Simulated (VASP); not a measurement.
Input of a VASP 6.6.1 run:

Contents of INCAR:

```
ALGO = Normal
EDIFF = 1E-6
ENCUT = 520
GGA = PE
ISIF = 2
ISMEAR = -1
ISYM = 0
LASPH = T
LCHARG = F
LREAL = F
LWAVE = F
NBANDS = 18
NELM = 80
PREC = Accurate
SIGMA = 0.05
```

Contents of KPOINTS:

```
k-points
0
Gamma
  11 11 14
```

The input POSCAR:

```
Si2W
1.0
   -1.6060000000      1.6060000000      3.9400000000
    1.6060000000     -1.6060000000      3.9400000000
    1.6060000000      1.6060000000     -3.9400000000
Si W
2 1
Direct
    0.3330000000      0.3330000000      0.0000000000
    0.6670000000      0.6670000000      0.0000000000
    0.0000000000      0.0000000000      0.0000000000
```

Potentials or basis: VASP PAW PBE potentials, release 64 (Si, W_sv).

Run with:

```sh
$ cat potpaw_PBE.64/Si/POTCAR potpaw_PBE.64/W_sv/POTCAR > POTCAR
$ mpirun -np 1 vasp_std > vasp.out
```

(1) Estimate the band gap on the k mesh.

(2) What does it give for the pressure?

(3) Estimate the largest force.

Answers

(1) zero (bands 11 and 12 overlap by 1.25 eV).

(2) 1.7 GPa.

(3) 0.211 eV/Å.

Caveat: spin-orbit coupling is left out, which moves the levels of the heavy elements.
